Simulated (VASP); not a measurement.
# Al (I4/mmm) in VASP: further runs

Runs on Al. Level: LDA. Tasks: single point.

Program: VASP 6.6.1. These are calculated values, not measurements. Logs are shortened: lines on timing, memory, paths and dates and some standing lists are left out, and cuts for length are marked.

## (1) The cell of the first run

It takes space group I4/mmm (No. 139, tetragonal). The conventional cell has a = 2.816 Å, b = 2.816 Å, c = 4.091 Å, α = 90.00°, β = 90.00°, γ = 90.00°. Within 3.7 Å of Al (site symmetry 4/mmm) lie 12 Al at 2.82 to 2.85 Å.

## (2) Single point, LDA (volume 16.218 Å^3 an atom, c/a of the conventional cell 1.4530)

File INCAR:

```
PREC = Accurate
ENCUT = 520
EDIFF = 1E-7
ISMEAR = 0
SIGMA = 0.15
LREAL = False
LASPH = True
NELM = 60
ALGO = Normal
ISIF = 2
LWAVE = False
LCHARG = False
GGA = CA
NBANDS = 8
```

File KPOINTS:

```
regular mesh
0
Gamma
  22 22 22
```

File POSCAR:

```
Al
1.0
   -1.4078488963      1.4078488963      2.0456044464
    1.4078488963     -1.4078488963      2.0456044464
    1.4078488963      1.4078488963     -2.0456044464
Al
1
Direct
    0.0000000000      0.0000000000      0.0000000000
```

Potentials or basis: VASP PAW LDA potentials, release 64 (Al).

The run is started by

```sh
cat potpaw_LDA.64/Al/POTCAR > POTCAR
mpirun -np 1 vasp_std > vasp.out
```

OUTCAR:

```text
PREC = Accurate
   ENCUT = 520
   EDIFF = 1E-7
   ISMEAR = 0
   LREAL = False
   LASPH = True
   NELM = 60
   ISIF = 2
   GGA = CA

 ion  position               nearest neighbor table
   1  0.000  0.000  0.000-

  LATTYP: Found a body centered tetragonal cell.
 ALAT       =     2.8156977926
 C/A-ratio  =     1.4530000001

  Lattice vectors:

 A1 = (  -1.4078488963,   1.4078488963,   2.0456044464)
 A2 = (   1.4078488963,  -1.4078488963,   2.0456044464)
 A3 = (   1.4078488963,   1.4078488963,  -2.0456044464)

Analysis of symmetry for initial positions (statically):
=====================================================================
 Subroutine PRICEL returns:
 Original cell was already a primitive cell.

 Routine SETGRP: Setting up the symmetry group for a
 body centered tetragonal supercell.

 Subroutine GETGRP returns: Found 16 space group operations
 (whereof 16 operations were pure point group operations)
 out of a pool of 16 trial point group operations.

The static configuration has the point symmetry D_4h.

Analysis of symmetry for dynamics (positions and initial velocities):
=====================================================================
 Subroutine PRICEL returns:
 Original cell was already a primitive cell.

 Routine SETGRP: Setting up the symmetry group for a
 body centered tetragonal supercell.

 Subroutine GETGRP returns: Found 16 space group operations
 (whereof 16 operations were pure point group operations)
 out of a pool of 16 trial point group operations.

The dynamic configuration has the point symmetry D_4h.

 Subroutine INISYM returns: Found 16 space group operations
 (whereof 16 operations are pure point group operations),
 and found     1 'primitive' translations

----------------------------------------------------------------------------------------

                                     Primitive cell

  volume of cell :      16.2179

  direct lattice vectors                    reciprocal lattice vectors
    -1.407848896  1.407848896  2.045604446     0.000000000  0.355151751  0.244426532
     1.407848896 -1.407848896  2.045604446     0.355151751  0.000000000  0.244426532
     1.407848896  1.407848896 -2.045604446     0.355151751  0.355151751  0.000000000

  length of vectors
[... 80 lines left out ...]
   EDIFF  = 0.1E-06   stopping-criterion for ELM
   LREAL  =      F    real-space projection
   EDIFFG = 0.1E-05   stopping-criterion for IOM
   NSW    =      0    number of steps for IOM
   IBRION =     -1    ionic relax: 0-MD 1-quasi-New 2-CG
   NFREE  =      0    steps in history (QN), initial steepest desc. (CG)
   ISIF   =      2    stress and relaxation
   ISYM   =      2    0-nonsym 1-usesym 2-fastsym
   POTIM  = 0.5000    time-step for ionic-motion
   TEBEG  =    0.0;   TEEND  =   0.0 temperature during run
   PSTRESS=    0.0 pullay stress
   NELECT =       3.0000    total number of electrons
   NUPDOWN=      -1.0000    fix difference up-down
   EMIN   =  10.00;   EMAX   =-10.00  energy-range for DOS
   EFERMI =   0.00;   METHOD = LEGACY
   ISMEAR =     0;   SIGMA  =   0.15  broadening in eV -4-tet -1-fermi 0-gaus
   EFERMI_NEDOS =   21; number of points for ismear=-14 and -15
   IALGO  =     38    algorithm
   IMIX   =      4    mixing-type and parameters
     AMIX     =   0.40;   BMIX     =  1.00
     AMIX_MAG =   1.60;   BMIX_MAG =  1.00
  volume/ion in A,a.u.               =      16.22       109.44
  Fermi-wavevector in a.u.,A,eV,Ry     =   0.932790  1.762718 11.838397  0.870098
  Thomas-Fermi vector in A             =   2.059425
   LORBIT       =      0    0 simple, 1 ext, 2 COOP (PROOUT), +10 PAW based schemes
   GGA     = CA    functional components
   LHFCALC =     F    Hartree Fock is set to
   AEXX    =    0.0000 exact exchange contribution
   IVDW    =     0    specifies the selected vdW correction
   LEPSILON=     F    determine dielectric tensor
   LRPA    =     F    only Hartree local field effects (RPA)
 non-spin polarized calculation
 Gauss-broadening in eV      SIGMA  =   0.15
  energy-cutoff  :      520.00
  volume of cell :       16.22
 maximum number of plane-waves:       452
 NGX is ok and might be reduce to    24
   NGX = 11   NGY = 11   NGZ = 11

 number of electron       3.0000000 magnetization

 Free energy of the ion-electron system (eV)
  ---------------------------------------------------
  ext. energy  EPLUGINS =         0.00000000
  ---------------------------------------------------
  free energy    TOTEN  =        -4.19070934 eV

  energy without entropy =       -4.18616603  energy(sigma->0) =       -4.18843769

 E-fermi :   7.9558     XC(G=0): -10.4076

 val. band max:        7.9544540040   @ k =  -0.3636   0.3636   0.2273
 cond. band min:       7.9589899775   @ k =  -0.4091  -0.4545   0.2273
 fundamental gap:      0.0045359736
 Fermi energy:         7.9557504165

 k-point     1 :       0.0000    0.0000    0.0000
  band No.  band energies     occupation
      1      -3.2480      2.00000
      2      20.4433      0.00000
      3      20.7460      0.00000
      4      20.7460      0.00000
      5      22.0667      0.00000
      6      22.0667      0.00000
      7      22.1430      0.00000
      8      24.7211      0.00000
[... 243 lines left out ...]
 k-point    24 :      -0.4545    0.0455   -0.0000
  band No.  band energies     occupation
      1       2.0138      2.00000
      2       5.1671      2.00000
      3      17.9179      0.00000
      4      18.9354      0.00000
      5      19.4986      0.00000
      6      20.7819      0.00000
      7      23.6471      0.00000
      8      24.3918      0.00000

 [... further k-points ...]

------------------------ aborting loop because EDIFF is reached ----------------------------------------

  FORCE on cell =-STRESS in cart. coord.  units (eV):
  Direction    XX          YY          ZZ          XY          YZ          ZX
  --------------------------------------------------------------------------------------
  -------------------------------------------------------------------------------------
  Total       -0.1320462     -0.1320462     -0.3249149      0.0000000      0.0000000      0.0000000
  in kB      -13.0449628    -13.0449628    -32.0986325      0.0000000      0.0000000      0.0000000
  external PRESSURE =     -19.3961860 kB  Pullay stress =       0.0000000 kB

 VOLUME and BASIS-vectors are now :
 -----------------------------------------------------------------------------
  energy-cutoff  :      520.00
  volume of cell :       16.22
      direct lattice vectors                 reciprocal lattice vectors
    -1.407848896  1.407848896  2.045604446     0.000000000  0.355151751  0.244426532
     1.407848896 -1.407848896  2.045604446     0.355151751  0.000000000  0.244426532
     1.407848896  1.407848896 -2.045604446     0.355151751  0.355151751  0.000000000

 POSITION                                       TOTAL-FORCE (eV/Angst)
 -----------------------------------------------------------------------------------
      0.00000      0.00000      0.00000        -0.000000     -0.000000      0.000000
 -----------------------------------------------------------------------------------
    total drift:                                0.000000     -0.000000     -0.000000

  FREE ENERGIE OF THE ION-ELECTRON SYSTEM (eV)
  ---------------------------------------------------
  free  energy   TOTEN  =        -4.1907093442 eV

  energy  without entropy=       -4.1861660307  energy(sigma->0) =       -4.18843769
```

OSZICAR:

```text
N       E                     dE             d eps       ncg     rms          rms(c)
DAV:   1    -0.278630859456E+01   -0.27863E+01   -0.90303E+02 13504   0.207E+02
DAV:   2    -0.421316245160E+01   -0.14269E+01   -0.13788E+01 18712   0.190E+01
DAV:   3    -0.421987006677E+01   -0.67076E-02   -0.67053E-02 16896   0.142E+00
DAV:   4    -0.421988122047E+01   -0.11154E-04   -0.11154E-04 21200   0.546E-02
DAV:   5    -0.421988123535E+01   -0.14876E-07   -0.14032E-07 17128   0.104E-03    0.139E+00
DAV:   6    -0.420217739042E+01    0.17704E-01   -0.25400E-03 17728   0.199E-01    0.782E-01
DAV:   7    -0.419073327418E+01    0.11444E-01   -0.63529E-03 17080   0.310E-01    0.163E-01
DAV:   8    -0.419070956314E+01    0.23711E-04   -0.19064E-05 19776   0.285E-02    0.146E-02
DAV:   9    -0.419070935639E+01    0.20675E-06   -0.13106E-07 18720   0.172E-03    0.806E-04
DAV:  10    -0.419070934418E+01    0.12213E-07   -0.31446E-09 16968   0.329E-04
   1 F= -.41907093E+01 E0= -.41884377E+01  d E =-.454331E-02
```

Wall time 30 s (1 thread of Intel Xeon 6975P-C (Granite Rapids), shared host); peak memory 0.19 GiB.

What came out:

```yaml
Free_energy: -4.1907 eV
Pressure: -1.9 GPa
```

Levels at points of the mesh, in eV from the Fermi level:
```
           k point  band 1  band 2  band 3  band 4
(0.00, 0.00, 0.00)  -11.20   12.49   12.79   12.79
(0.50, 0.00, 0.00)   -4.60   -4.40   11.06   11.20
(0.50, 0.50, 0.00)   -2.79   -1.41    5.22    5.37
(0.50, 0.50, 0.50)   -3.18   -1.97    5.53    5.97
```

## (3) Single point, LDA (volume 16.650 Å^3 an atom, c/a of the conventional cell 1.4530)

File INCAR:

```
SYSTEM = Al
PREC = Accurate ; ENCUT = 520
EDIFF = 1E-7 ; ISMEAR = 0
SIGMA = 0.15 ; LREAL = .FALSE.
LASPH = .TRUE. ; NELM = 80
ALGO = Normal ; ISIF = 2
LWAVE = .FALSE. ; LCHARG = .FALSE.
NBANDS = 8
```

File KPOINTS:

```
Automatic mesh
0
G
  22 22 22
  0 0 0
```

File POSCAR:

```
Al
1.0
   -1.4202437194      1.4202437194      2.0636141242
    1.4202437194     -1.4202437194      2.0636141242
    1.4202437194      1.4202437194     -2.0636141242
Al
1
Direct
    0.0000000000      0.0000000000      0.0000000000
```

Potentials or basis: VASP PAW LDA potentials, release 64 (Al).

The run is started by

```sh
cat potpaw_LDA.64/Al/POTCAR > POTCAR
mpirun -np 1 vasp_std > vasp.out
```

It took 27 s on 1 thread of Intel Xeon 6975P-C (Granite Rapids), shared host; peak memory 0.19 GiB.

The run converged. Its results:

```yaml
Free_energy: -4.1829 eV
Pressure: -3.8 GPa
```

Stress tensor (GPa, compression positive):
```
-3.22  0.00  0.00
 0.00 -3.22  0.00
 0.00  0.00 -4.94
```

Levels at points of the mesh, in eV from the Fermi level:
```tsv
k point	band 1	band 2	band 3	band 4	band 5	band 6
(0.00, 0.00, 0.00)	-11.02	12.35	12.65	12.65	13.77	13.77
(0.50, 0.00, 0.00)	-4.49	-4.36	10.79	11.09	11.49	11.72
(0.50, 0.50, 0.00)	-2.73	-1.41	5.22	5.26	5.45	8.73
(0.50, 0.50, 0.50)	-3.10	-1.96	5.52	5.84	5.84	9.23
```
